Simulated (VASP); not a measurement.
# Zn in VASP: a series of runs

Runs on Zn. Level: PBE. Tasks: single point.

Everything below comes from runs of VASP 6.6.1. Logs are shortened: lines on timing, memory, paths and dates and some standing lists are left out, and cuts for length are marked.

**1. The cell of the first run**

The cell holds a slab with vacuum, 6 atoms: a = 2.630 Å, b = 5.501 Å, c = 18.007 Å, α = 90.00°, β = 90.00°, γ = 76.25°.

**2. Single point, PBE**

INCAR

```
ALGO = Normal
EDIFF = 1E-6
ENCUT = 520
GGA = PE
ISIF = 2
ISMEAR = 1
LASPH = True
LCHARG = False
LREAL = False
LWAVE = False
NBANDS = 45
NELM = 60
PREC = Accurate
SIGMA = 0.15
```

KPOINTS

```
k-points
0
Gamma
  6 3 1
```

POSCAR

```
Zn
1.0
   -2.6298450000      0.0000000000      0.0000000000
   -1.3073040000      5.3433460000      0.0000000000
    0.0000000000      0.0000000000    -18.0070180000
Zn
6
Direct
    0.1641280177      0.6684831939      0.9442030324
    0.7338396628      0.5412623476      0.8376057602
    0.4095501423      0.3291297251      0.7181139598
    0.4747939780      0.1704396459      0.9242374834
    0.0428893974      0.9900715769      0.8227203971
    0.7083727980      0.7876250200      0.7015958445
```

Potentials or basis: VASP PAW PBE potentials, release 64 (Zn).

Started as:

```
> cat potpaw_PBE.64/Zn/POTCAR > POTCAR
> mpirun -np 1 vasp_std > vasp.out
```

OUTCAR:

```text
EDIFF = 1E-6
   ENCUT = 520
   GGA = PE
   ISIF = 2
   ISMEAR = 1
   LASPH = True
   LREAL = False
   NELM = 60
   PREC = Accurate

 ion  position               nearest neighbor table
   1  0.164  0.668  0.944-   2 2.41   2 2.43   4 2.69   5 2.78   4 2.94
   2  0.734  0.541  0.838-   1 2.41   1 2.43   3 2.68   5 2.71   4 2.78   5 2.79   6 2.79   3 2.86
                             4 2.92   5 2.96
   3  0.410  0.329  0.718-   2 2.68   6 2.76   6 2.83   2 2.86   5 2.89   6 2.91   5 2.97
   4  0.475  0.170  0.924-   5 2.42   5 2.48   1 2.69   2 2.78   2 2.92   1 2.94
   5  0.043  0.990  0.823-   4 2.42   4 2.48   6 2.69   2 2.71   1 2.78   2 2.79   6 2.85   3 2.89
                             2 2.96   3 2.97
   6  0.708  0.788  0.702-   5 2.69   3 2.76   2 2.79   3 2.83   5 2.85   3 2.91

  LATTYP: Found a simple monoclinic cell.
 ALAT       =     2.6298450000
 B/A-ratio  =     6.8471784459
 C/A-ratio  =     2.0917371498
 COS(beta)  =    -0.2376508259

  Lattice vectors:

 A1 = (  -2.6298450000,   0.0000000000,   0.0000000000)
 A2 = (   0.0000000000,   0.0000000000, -18.0070180000)
 A3 = (   1.3073040000,  -5.3433460000,   0.0000000000)

Analysis of symmetry for initial positions (statically):
=====================================================================
 Subroutine PRICEL returns:
 Original cell was already a primitive cell.

 Routine SETGRP: Setting up the symmetry group for a
 simple monoclinic supercell.

 Subroutine GETGRP returns: Found  1 space group operations
 (whereof  1 operations were pure point group operations)
 out of a pool of  4 trial point group operations.

The static configuration has the point symmetry C_1 .

Analysis of symmetry for dynamics (positions and initial velocities):
=====================================================================
 Subroutine PRICEL returns:
 Original cell was already a primitive cell.

 Routine SETGRP: Setting up the symmetry group for a
 simple monoclinic supercell.

 Subroutine GETGRP returns: Found  1 space group operations
 (whereof  1 operations were pure point group operations)
 out of a pool of  4 trial point group operations.

The dynamic configuration has the point symmetry C_1 .

 Subroutine INISYM returns: Found  1 space group operations
 (whereof  1 operations are pure point group operations),
 and found     1 'primitive' translations

----------------------------------------------------------------------------------------
[... 88 lines left out ...]
   EDIFFG = 0.1E-04   stopping-criterion for IOM
   NSW    =      0    number of steps for IOM
   IBRION =     -1    ionic relax: 0-MD 1-quasi-New 2-CG
   NFREE  =      0    steps in history (QN), initial steepest desc. (CG)
   ISIF   =      2    stress and relaxation
   ISYM   =      2    0-nonsym 1-usesym 2-fastsym
   POTIM  = 0.5000    time-step for ionic-motion
   TEBEG  =    0.0;   TEEND  =   0.0 temperature during run
   PSTRESS=    0.0 pullay stress
   NELECT =      72.0000    total number of electrons
   NUPDOWN=      -1.0000    fix difference up-down
   EMIN   =  10.00;   EMAX   =-10.00  energy-range for DOS
   EFERMI =   0.00;   METHOD = LEGACY
   ISMEAR =     1;   SIGMA  =   0.15  broadening in eV -4-tet -1-fermi 0-gaus
   EFERMI_NEDOS =   21; number of points for ismear=-14 and -15
   IALGO  =     38    algorithm
   IMIX   =      4    mixing-type and parameters
     AMIX     =   0.40;   BMIX     =  1.00
     AMIX_MAG =   1.60;   BMIX_MAG =  1.00
  volume/ion in A,a.u.               =      42.17       284.60
  Fermi-wavevector in a.u.,A,eV,Ry     =   1.076772  2.034805 15.775122  1.159439
  Thomas-Fermi vector in A             =   2.212666
   LORBIT       =      0    0 simple, 1 ext, 2 COOP (PROOUT), +10 PAW based schemes
   GGA     = PE    functional components
   LHFCALC =     F    Hartree Fock is set to
   AEXX    =    0.0000 exact exchange contribution
   IVDW    =     0    specifies the selected vdW correction
   LEPSILON=     F    determine dielectric tensor
   LRPA    =     F    only Hartree local field effects (RPA)
 non-spin polarized calculation
 Methfessel and Paxton  Order N= 1 SIGMA  =   0.15
  energy-cutoff  :      520.00
  volume of cell :      253.04
 maximum number of plane-waves:      6864
   NGX =  9   NGY = 21   NGZ = 67

 number of electron      72.0000029 magnetization

 Free energy of the ion-electron system (eV)
  ---------------------------------------------------
  ext. energy  EPLUGINS =         0.00000000
  ---------------------------------------------------
  free energy    TOTEN  =        -4.76605046 eV

  energy without entropy =       -4.77327525  energy(sigma->0) =       -4.76845872

 E-fermi :  -1.7564     XC(G=0):  -5.0463

 val. band max:       -1.8377809036   @ k =   0.1667   0.3333   0.0000
 cond. band min:      -1.6778452045   @ k =   0.5000   0.3333   0.0000
 fundamental gap:      0.1599356990
 Fermi energy:        -1.7563823009

 k-point     1 :       0.0000    0.0000    0.0000
  band No.  band energies     occupation
      1     -11.9883      2.00000
      2     -10.5312      2.00000
      3     -10.3703      2.00000
      4     -10.2826      2.00000
      5     -10.0561      2.00000
      6      -9.9967      2.00000
[... 469 lines left out ...]
     44       4.1510      0.00000
     45       4.4105      0.00000

------------------------ aborting loop because EDIFF is reached ----------------------------------------

  FORCE on cell =-STRESS in cart. coord.  units (eV):
  Direction    XX          YY          ZZ          XY          YZ          ZX
  --------------------------------------------------------------------------------------
  -------------------------------------------------------------------------------------
  Total       -0.6242179     -0.7520722      7.5394687     -1.2765685     -1.5898645      0.1118691
  in kB       -3.9524060     -4.7619506     47.7382044     -8.0829419    -10.0666613      0.7083299
  external PRESSURE =      13.0079493 kB  Pullay stress =       0.0000000 kB

 VOLUME and BASIS-vectors are now :
 -----------------------------------------------------------------------------
  energy-cutoff  :      520.00
  volume of cell :      253.04
      direct lattice vectors                 reciprocal lattice vectors
    -2.629845000  0.000000000  0.000000000    -0.380250547 -0.093032168  0.000000000
    -1.307304000  5.343346000  0.000000000     0.000000000  0.187148652  0.000000000
     0.000000000  0.000000000-18.007018000     0.000000000  0.000000000 -0.055533904

 POSITION                                       TOTAL-FORCE (eV/Angst)
 -----------------------------------------------------------------------------------
     -1.30554      3.57194    -17.00228        -0.047136      0.654779     -1.808247
     -2.63748      2.89215    -15.08278        -0.097807     -0.580607      1.049016
     -1.50733      1.75865    -12.93109         0.034542      0.116689      0.229273
     -1.47145      0.91072    -16.64276         0.162040      0.123276     -1.317077
     -1.40712      5.29030    -14.81474        -0.148754     -0.172393      1.376320
     -2.89258      4.20855    -12.63365         0.097115     -0.141744      0.470716
 -----------------------------------------------------------------------------------
    total drift:                               -0.001289      0.002516     -0.002286

  FREE ENERGIE OF THE ION-ELECTRON SYSTEM (eV)
  ---------------------------------------------------
  free  energy   TOTEN  =        -4.7660504576 eV

  energy  without entropy=       -4.7732752514  energy(sigma->0) =       -4.76845872
```

OSZICAR:

```text
N       E                     dE             d eps       ncg     rms          rms(c)
DAV:   1     0.451899600760E+03    0.45190E+03   -0.34322E+04   900   0.179E+03
DAV:   2     0.344807737267E+02   -0.41742E+03   -0.40816E+03   908   0.396E+02
DAV:   3    -0.456371045675E+01   -0.39044E+02   -0.38804E+02   973   0.139E+02
[... 14 lines left out ...]
DAV:  18    -0.476604006735E+01   -0.80189E-05   -0.22242E-06   615   0.249E-02    0.110E-03
DAV:  19    -0.476604571960E+01   -0.56522E-05   -0.89198E-07   608   0.727E-03    0.135E-03
DAV:  20    -0.476604886400E+01   -0.31444E-05   -0.46295E-07   589   0.938E-03    0.132E-03
DAV:  21    -0.476604986699E+01   -0.10030E-05   -0.17850E-07   617   0.464E-03    0.495E-04
DAV:  22    -0.476605045759E+01   -0.59059E-06   -0.57906E-08   602   0.278E-03
   1 F= -.47660505E+01 E0= -.47684587E+01  d E =0.722479E-02
```

stdout:

```text
POSCAR found type information on POSCAR Zn
 POSCAR found :  1 types and       6 ions
 scaLAPACK will be used
 LDA part: xc-table for (Slater+PW92), standard interpolation
 POSCAR, INCAR and KPOINTS ok, starting setup
 FFT: planning ... GRIDC
 FFT: planning ... GRID_SOFT
 FFT: planning ... GRID
 WAVECAR not read
 entering main loop
```

It took 84 s on 1 thread of Intel Xeon 6975P-C (Granite Rapids), shared host; peak memory 0.35 GiB.

What came out:

| Item | Value |
| --- | --- |
| Free energy | -4.7661 eV |
| Largest force | 1.924 eV/Å |
| Band gap on the k mesh | zero (band 36 reaches -1.33 eV, above the bottom of band 37 at -2.98 eV) |

Forces in eV/Å, atoms in the order of the input:
```
Zn  -0.047  0.655 -1.808
Zn  -0.098 -0.581  1.049
Zn   0.035  0.117  0.229
Zn   0.162  0.123 -1.317
Zn  -0.149 -0.172  1.376
Zn   0.097 -0.142  0.471
```

Caveat: the k points lie up to 0.41 Å⁻¹ apart.

(Part 1 of 2 ends here.)
